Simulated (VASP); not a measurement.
Input of a VASP 6.6.1 run:

The input INCAR:

```
PREC = Accurate
ENCUT = 520
EDIFF = 1E-8
ISMEAR = -1
SIGMA = 0.03
LREAL = F
LASPH = T
NELM = 150
ALGO = Normal
ISIF = 2
LWAVE = F
LCHARG = F
ISPIN = 2
MAGMOM = 4 0
LORBIT = 11
LMAXMIX = 4
GGA = PE
LEFG = T
NBANDS = 20
```

The input KPOINTS:

```
regular mesh
0
Gamma
  11 11 11
```

The input POSCAR:

```
MnSb
1.0
    0.0000000000      2.7858175354      2.7858175354
    2.7858175354      0.0000000000      2.7858175354
    2.7858175354      2.7858175354      0.0000000000
Mn Sb
1 1
Direct
    0.0000000000      0.0000000000      0.0000000000
    0.5000000000      0.5000000000      0.5000000000
```

Potentials or basis: VASP PAW PBE potentials, release 64 (Mn_pv, Sb).

Command:

```console
$ cat potpaw_PBE.64/Mn_pv/POTCAR potpaw_PBE.64/Sb/POTCAR > POTCAR
$ mpirun -np 1 vasp_std > vasp.out
```

(1) What does it give for the net moment?

(2) Predict the pressure.

(3) Predict the site moments.

Results:

(1) 3.78 μB per cell.

(2) 0.0 GPa.

(3) Mn +3.72; Sb -0.11 μB.

Caveat: a cell with one magnetic atom can't hold antiferromagnetic order, which such compounds often take.
